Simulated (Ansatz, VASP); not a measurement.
# Two plane-wave programs on GaN

```xyz
2
Lattice="0.0000 2.1815 2.1815 2.1815 0.0000 2.1815 2.1815 2.1815 0.0000" Properties=species:S:1:pos:R:3 pbc="T T T"
Ga    0.0000    0.0000    0.0000
N     1.0907    1.0907    1.0907
```

Change from the starting cell: hydrostatic strain -3.0%.

Alike in both runs: task single point; functional PBE; k mesh 10 × 10 × 10; occupations fermi-dirac, width 0.02 eV; no spin polarisation.

```csv
,VASP,Ansatz
version,VASP 6.6.1,Ansatz 0.2.0
potentials or method,"VASP PAW PBE potentials, release 64 (Ga_d, N)","plane waves, PAW"
plane-wave cutoff (eV),520,420
valence electrons in the cell,18,18
```

```tsv
	VASP	Ansatz	Ansatz less VASP
gap on the k mesh at the Fermi level (eV)	2.35	2.34	-0.015
pressure (GPa)	28.2	28.3	+0.11
```

Both programs put the cell under a high pressure, so it lies far from rest at this level. With one functional, cell and mesh, what is left measures potentials, basis and numerics.
